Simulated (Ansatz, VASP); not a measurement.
## Mg3Be: VASP beside Ansatz

```
CELL_PARAMETERS angstrom
-2.25926 2.25926 3.64459
2.25926 -2.25926 3.64459
2.25926 2.25926 -3.64459
ATOMIC_POSITIONS crystal
Mg 0.50000 0.50000 0.00000
Mg 0.25000 0.75000 0.50000
Mg 0.75000 0.25000 0.50000
Be 0.00000 0.00000 0.00000
```

Alike in both runs: functional PBE; k mesh 16 × 16 × 16; occupations gaussian, width 0.1 eV; no spin polarisation.

Ansatz relaxed the structure, and its values are those at the end. VASP's run is a single point on that final structure, the one shown.

|  | VASP | Ansatz |
| --- | --- | --- |
| version | VASP 6.6.1 | Ansatz 0.2.0 |
| potentials or method | VASP PAW PBE potentials, release 64 (Mg, Be), cutoff 520 eV | scalar-relativistic, plane waves, PAW |
| valence electrons in the cell | 8 | 32 |

|  | VASP | Ansatz | Ansatz less VASP |
| --- | --- | --- | --- |
| gap on the k mesh at the Fermi level (eV) | none | none | - |
| pressure (GPa) | -0.1 | 0.0 | +0.10 |

A gap of «none» marks a metal or a gap that the smearing closes. The functional is the same, so the differences come from potentials, cutoffs and numerics. VASP's potentials hold 8 valence electrons a cell and Ansatz's 32, so a difference there can come from the potentials and not from the codes.
